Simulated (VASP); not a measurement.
# GaP (F-43m) in VASP: further runs

GaP is run at these levels: LDA; tasks: relaxation of cell and atoms, single point.

Program: VASP 6.6.1. These are calculated values, not measurements. Logs are shortened: lines on timing, memory, paths and dates and some standing lists are left out, and cuts for length are marked.

**Experimental background.**

From “Stacking defects in GaP nanowires: Electronic structure and optical properties”, 2018, arxiv:1810.01194, for a bulk crystal of GaP at 10 K: band gap 2.34 eV (indirect).

The results are compared with them further down.

**1. The cell of the first run**

It takes space group F-43m (No. 216, cubic). The conventional cell has a = 5.391 Å, b = 5.391 Å, c = 5.391 Å, α = 90.00°, β = 90.00°, γ = 90.00°. Within 3.1 Å of Ga (site symmetry -43m) lie 4 P at 2.33 Å. Within 3.1 Å of P (site symmetry -43m) lie 4 Ga at 2.33 Å.

**2. Relaxation of cell and atoms, LDA, target pressure 5 GPa, at which the enthalpy is minimised**

The input, INCAR:

```
PREC     = Accurate       # precision mode
ENCUT    = 600            # plane-wave cutoff, eV
EDIFF    = 1E-7           # SCF threshold, eV
ISMEAR   = 0              # smearing method
SIGMA    = 0.01           # smearing width, eV
LREAL    = F              # projectors in reciprocal space
LASPH    = T              # aspherical terms in the spheres
NELM     = 100            # most SCF steps
ALGO     = Normal         # electronic algorithm
ISIF     = 3              # what is computed and relaxed
LWAVE    = F              # write WAVECAR
LCHARG   = F              # write CHGCAR
GGA      = CA             # functional
IBRION   = 2              # ionic algorithm
NSW      = 80             # ionic steps
EDIFFG   = -0.001         # ionic threshold
PSTRESS  = 50.0
```

The input, KPOINTS:

```
regular mesh
0
Gamma
  8 8 8
```

The input, POSCAR:

```
GaP
1.0
    0.0000000000      2.6956501113      2.6956501113
    2.6956501113      0.0000000000      2.6956501113
    2.6956501113      2.6956501113      0.0000000000
Ga P
1 1
Direct
    0.0000000000      0.0000000000      0.0000000000
    0.7500000000      0.7500000000      0.7500000000
```

Potentials or basis: VASP PAW LDA potentials, release 64 (Ga_d, P).

Launch:

```bash
> cat potpaw_LDA.64/Ga_d/POTCAR potpaw_LDA.64/P/POTCAR > POTCAR
> mpirun -np 1 vasp_std > vasp.out
```

OUTCAR:

```text
PREC = Accurate
   ENCUT = 600
   EDIFF = 1E-7
   ISMEAR = 0
   LREAL = F
   LASPH = T
   NELM = 100
   ISIF = 3
   GGA = CA
   IBRION = 2
   NSW = 80
   EDIFFG = -0.001
   PSTRESS = 50.0

 ion  position               nearest neighbor table
   1  0.000  0.000  0.000-   2 2.33   2 2.33   2 2.33   2 2.33
   2  0.750  0.750  0.750-   1 2.33   1 2.33   1 2.33   1 2.33

  LATTYP: Found a face centered cubic cell.
 ALAT       =     5.3913002226

  Lattice vectors:

 A1 = (   0.0000000000,   2.6956501113,   2.6956501113)
 A2 = (   2.6956501113,   0.0000000000,   2.6956501113)
 A3 = (   2.6956501113,   2.6956501113,   0.0000000000)

Analysis of symmetry for initial positions (statically):
=====================================================================
 Subroutine PRICEL returns:
 Original cell was already a primitive cell.

 Routine SETGRP: Setting up the symmetry group for a
 face centered cubic supercell.

 Subroutine GETGRP returns: Found 24 space group operations
 (whereof 24 operations were pure point group operations)
 out of a pool of 48 trial point group operations.

The static configuration has the point symmetry T_d .

Analysis of symmetry for dynamics (positions and initial velocities):
=====================================================================
 Subroutine PRICEL returns:
 Original cell was already a primitive cell.

 Routine SETGRP: Setting up the symmetry group for a
 face centered cubic supercell.

 Subroutine GETGRP returns: Found 24 space group operations
 (whereof 24 operations were pure point group operations)
 out of a pool of 48 trial point group operations.

The dynamic configuration has the point symmetry T_d .

 Subroutine INISYM returns: Found 24 space group operations
 (whereof 24 operations are pure point group operations),
 and found     1 'primitive' translations

----------------------------------------------------------------------------------------

                                     Primitive cell

  volume of cell :      39.1760

  direct lattice vectors                    reciprocal lattice vectors
     0.000000000  2.695650111  2.695650111    -0.185484013  0.185484013  0.185484013
     2.695650111  0.000000000  2.695650111     0.185484013 -0.185484013  0.185484013
     2.695650111  2.695650111  0.000000000     0.185484013  0.185484013 -0.185484013

  length of vectors
     3.812224947  3.812224947  3.812224947     0.321267734  0.321267734  0.321267734

  position of ions in fractional coordinates (direct lattice)
     0.000000000  0.000000000  0.000000000
     0.750000000  0.750000000  0.750000000

  ion indices of the primitive-cell ions
   primitive index   ion index
                 1           1
                 2           2

----------------------------------------------------------------------------------------

 KPOINTS: regular mesh

Automatic generation of k-mesh.
 Grid dimensions read from file:
 generate k-points for:    8    8    8

 Generating k-lattice:

  Cartesian coordinates                     Fractional coordinates (reciprocal lattice)
    -0.023185502  0.023185502  0.023185502     0.125000000  0.000000000  0.000000000
     0.023185502 -0.023185502  0.023185502     0.000000000  0.125000000  0.000000000
     0.023185502  0.023185502 -0.023185502     0.000000000  0.000000000  0.125000000

  Length of vectors
     0.040158467  0.040158467  0.040158467

  Shift w.r.t. Gamma in fractional coordinates (k-lattice)
     0.000000000  0.000000000  0.000000000

 Subroutine IBZKPT returns following result:
 ===========================================

 Found     29 irreducible k-points:

 Following reciprocal coordinates:
            Coordinates               Weight
  0.000000  0.000000  0.000000      1.000000
  0.125000  0.000000  0.000000      8.000000
  0.250000  0.000000  0.000000      8.000000
  0.375000  0.000000  0.000000      8.000000
  0.500000  0.000000  0.000000      4.000000
  0.125000  0.125000  0.000000      6.000000
[... 16 lines left out ...]
  0.500000  0.250000  0.125000     48.000000
 -0.375000  0.250000  0.125000     24.000000
 [... further k-points ...]
   k-points           NKPTS =     29   k-points in BZ     NKDIM =     29   number of bands    NBANDS=     13
   number of dos      NEDOS =    301   number of ions     NIONS =      2
   total plane-waves  NPLWV =  27000
   dimension x,y,z NGX =    30 NGY =   30 NGZ =   30
   dimension x,y,z NGXF=    60 NGYF=   60 NGZF=   60
   ions per type =               1   1
   NGX,Y,Z   is equivalent  to a cutoff of  13.08, 13.08, 13.08 a.u.
   NGXF,Y,Z  is equivalent  to a cutoff of  26.17, 26.17, 26.17 a.u.
 SYSTEM =  unknown system
   PREC   = accura    normal or accurate (medium, high low for compatibility)
   ISTART =      0    job   : 0-new  1-cont  2-samecut
   ICHARG =      2    charge: 1-file 2-atom 10-const
   ISPIN  =      1    spin polarized calculation?
   LNONCOLLINEAR =      F non collinear calculations
   LSORBIT =      F    spin-orbit coupling
   LASPH  =      T    aspherical Exc in radial PAW
   ENCUT  =  600.0 eV  44.10 Ry    6.64 a.u.   7.61  7.61  7.61*2*pi/ulx,y,z
   NELM   =    100;   NELMIN=  2; NELMDL= -5     # of ELM steps
   EDIFF  = 0.1E-06   stopping-criterion for ELM
   LREAL  =      F    real-space projection
   EDIFFG = -.1E-02   stopping-criterion for IOM
   NSW    =     80    number of steps for IOM
   IBRION =      2    ionic relax: 0-MD 1-quasi-New 2-CG
   NFREE  =      1    steps in history (QN), initial steepest desc. (CG)
   ISIF   =      3    stress and relaxation
   ISYM   =      2    0-nonsym 1-usesym 2-fastsym
   POTIM  = 0.5000    time-step for ionic-motion
   TEBEG  =    0.0;   TEEND  =   0.0 temperature during run
   PSTRESS=   50.0 pullay stress
   NELECT =      18.0000    total number of electrons
   NUPDOWN=      -1.0000    fix difference up-down
   EMIN   =  10.00;   EMAX   =-10.00  energy-range for DOS
   EFERMI =   0.00;   METHOD = LEGACY
   ISMEAR =     0;   SIGMA  =   0.01  broadening in eV -4-tet -1-fermi 0-gaus
   EFERMI_NEDOS =   21; number of points for ismear=-14 and -15
   IALGO  =     38    algorithm
   IMIX   =      4    mixing-type and parameters
     AMIX     =   0.40;   BMIX     =  1.00
     AMIX_MAG =   1.60;   BMIX_MAG =  1.00
  volume/ion in A,a.u.               =      19.59       132.19
  Fermi-wavevector in a.u.,A,eV,Ry     =   1.263258  2.387212 21.712469  1.595821
  Thomas-Fermi vector in A             =   2.396624
   LORBIT       =      0    0 simple, 1 ext, 2 COOP (PROOUT), +10 PAW based schemes
   GGA     = CA    functional components
   LHFCALC =     F    Hartree Fock is set to
   AEXX    =    0.0000 exact exchange contribution
   IVDW    =     0    specifies the selected vdW correction
   LEPSILON=     F    determine dielectric tensor
   LRPA    =     F    only Hartree local field effects (RPA)
 conjugate gradient relaxation of ions
 non-spin polarized calculation
 Gauss-broadening in eV      SIGMA  =   0.01
  energy-cutoff  :      600.00
  volume of cell :       39.18
 maximum number of plane-waves:      1325
   NGX = 15   NGY = 15   NGZ = 15

--------------------------------------- Ionic step        1  -------------------------------------------

 number of electron      17.9999994 magnetization

 Free energy of the ion-electron system (eV)
  ---------------------------------------------------
  ext. energy  EPLUGINS =         0.00000000
  ---------------------------------------------------
  free energy    TOTEN  =       -10.45081503 eV

  energy without entropy =      -10.45081503  energy(sigma->0) =      -10.45081503

------------------------ aborting loop because EDIFF is reached ----------------------------------------

  FORCE on cell =-STRESS in cart. coord.  units (eV):
  Direction    XX          YY          ZZ          XY          YZ          ZX
  --------------------------------------------------------------------------------------
  -------------------------------------------------------------------------------------
  Total        0.0247196      0.0247196      0.0247196      0.0000000      0.0000000     -0.0000000
  in kB        1.0109549      1.0109549      1.0109549      0.0000000      0.0000000     -0.0000000
  external PRESSURE =     -48.9890451 kB  Pullay stress =      50.0000000 kB

 VOLUME and BASIS-vectors are now :
 -----------------------------------------------------------------------------
  energy-cutoff  :      600.00
  volume of cell :       39.18
      direct lattice vectors                 reciprocal lattice vectors
     0.000000000  2.695650111  2.695650111    -0.185484013  0.185484013  0.185484013
     2.695650111  0.000000000  2.695650111     0.185484013 -0.185484013  0.185484013
     2.695650111  2.695650111  0.000000000     0.185484013  0.185484013 -0.185484013
[... 160 lines left out ...]
  FREE ENERGIE OF THE ION-ELECTRON SYSTEM (eV)
  ---------------------------------------------------
  free  energy   TOTEN  =       -10.4232004936 eV

  energy  without entropy=      -10.4232004936  energy(sigma->0) =      -10.42320049

  enthalpy is  TOTEN    =        -9.2579496699 eV   P V=        1.1652508237

--------------------------------------- Ionic step        6  -------------------------------------------

 number of electron      18.0000011 magnetization

 Free energy of the ion-electron system (eV)
  ---------------------------------------------------
  ext. energy  EPLUGINS =         0.00000000
  ---------------------------------------------------
  free energy    TOTEN  =       -10.42247406 eV

  energy without entropy =      -10.42247406  energy(sigma->0) =      -10.42247406

 E-fermi :   5.4415     XC(G=0): -10.5316

 val. band max:        5.3822282619   @ k =   0.0000   0.0000   0.0000
 cond. band min:       6.7055190651   @ k =   0.5000   0.5000   0.0000
 fundamental gap:      1.3232908032
 Fermi energy:         5.4415368061

 k-point     1 :       0.0000    0.0000    0.0000
  band No.  band energies     occupation
      1      -9.4913      2.00000
      2      -9.4913      2.00000
      3      -9.4913      2.00000
      4      -9.3661      2.00000
      5      -9.3661      2.00000
      6      -7.7699      2.00000
      7       5.3822      2.00000
      8       5.3822      2.00000
      9       5.3822      2.00000
     10       7.7040      0.00000
     11       9.1447      0.00000
     12       9.1447      0.00000
     13       9.1447      0.00000

 k-point     2 :       0.1250    0.0000    0.0000
  band No.  band energies     occupation
      1      -9.5099      2.00000
      2      -9.4853      2.00000
      3      -9.4853      2.00000
      4      -9.3662      2.00000
      5      -9.3662      2.00000
      6      -7.5446      2.00000
      7       3.6882      2.00000
      8       5.1158      2.00000
      9       5.1158      2.00000
     10       8.1092      0.00000
     11       9.5369      0.00000
[... 339 lines left out ...]
 k-point    24 :      -0.3750    0.2500    0.1250
  band No.  band energies     occupation
      1      -9.6011      2.00000
      2      -9.4527      2.00000
      3      -9.4365      2.00000
      4      -9.3737      2.00000
      5      -9.3569      2.00000
      6      -4.9467      2.00000
      7      -1.5285      2.00000
      8       1.8353      2.00000
      9       3.1897      2.00000
     10       8.9507      0.00000
     11       9.5001      0.00000
     12      11.9896      0.00000
     13      13.4281      0.00000

 [... further k-points ...]
[... 5 lines left out ...]
  --------------------------------------------------------------------------------------
  -------------------------------------------------------------------------------------
  Total        1.1649794      1.1649794      1.1649794     -0.0000000      0.0000000      0.0000000
  in kB       50.0197611     50.0197611     50.0197611     -0.0000000      0.0000000      0.0000000
  external PRESSURE =       0.0197611 kB  Pullay stress =      50.0000000 kB

 VOLUME and BASIS-vectors are now :
 -----------------------------------------------------------------------------
  energy-cutoff  :      600.00
  volume of cell :       37.32
      direct lattice vectors                 reciprocal lattice vectors
     0.000000000  2.652278175  2.652278175    -0.188517179  0.188517179  0.188517179
     2.652278175  0.000000000  2.652278175     0.188517179 -0.188517179  0.188517179
     2.652278175  2.652278175  0.000000000     0.188517179  0.188517179 -0.188517179

 POSITION                                       TOTAL-FORCE (eV/Angst)
 -----------------------------------------------------------------------------------
      2.65228      0.00000      2.65228        -0.000000     -0.000000     -0.000000
      3.97842      3.97842      3.97842         0.000000      0.000000      0.000000
 -----------------------------------------------------------------------------------
    total drift:                                0.000001      0.000001      0.000001

  FREE ENERGIE OF THE ION-ELECTRON SYSTEM (eV)
  ---------------------------------------------------
  free  energy   TOTEN  =       -10.4224740613 eV

  energy  without entropy=      -10.4224740613  energy(sigma->0) =      -10.42247406

  enthalpy is  TOTEN    =        -9.2579549173 eV   P V=        1.1645191440

 reached required accuracy - stopping structural energy minimisation
```

It took 27 s on 1 thread of Intel Xeon 6975P-C (Granite Rapids), shared host; peak memory 0.16 GiB.

What came out:

```
Free energy                                            : -10.4225 eV
Relaxed volume                                         : 18.66 Å³/atom
Relaxed cell                                           : a = 3.751 Å, b = 3.751 Å, c = 3.751 Å, α = 60.00°, β = 60.00°, γ = 60.00°
Space group after relaxing (to 0.05 Å)                 : F-43m (No. 216)
Energy change on relaxing (the enthalpy is what falls) : +14.2 meV/atom
Ionic steps                                            : 6
Pressure after relaxing                                : 5.0 GPa
Band gap on the k mesh                                 : 1.32 eV, indirect (least direct gap 2.32 eV)
```

The path:
| step | energy change (eV) | largest force (eV/Å) | pressure (GPa) | volume (Å³) |
| --- | --- | --- | --- | --- |
| 1 | 0.0000 | 0.0000 | 0.10 | 39.18 |
| 2 | 0.0939 | 0.0000 | 9.75 | 35.88 |
| 3 | 0.0281 | 0.0000 | 4.97 | 37.32 |
| 4 | 0.0292 | 0.0000 | 5.09 | 37.29 |
| 5 | 0.0276 | 0.0000 | 4.91 | 37.34 |
| 6 | 0.0283 | 0.0000 | 5.00 | 37.32 |

Final structure:
```
CELL_PARAMETERS angstrom
0.00000 2.65228 2.65228
2.65228 0.00000 2.65228
2.65228 2.65228 0.00000
ATOMIC_POSITIONS crystal
Ga 0.00000 0.00000 0.00000
P 0.75000 0.75000 0.75000
```

Caveat: the cell is relaxed towards a set pressure, so the enthalpy falls and the energy may rise. Expect the measured gap to be larger: semilocal functionals such as LDA lack the derivative discontinuity.

(Part 1 of 2 ends here.)
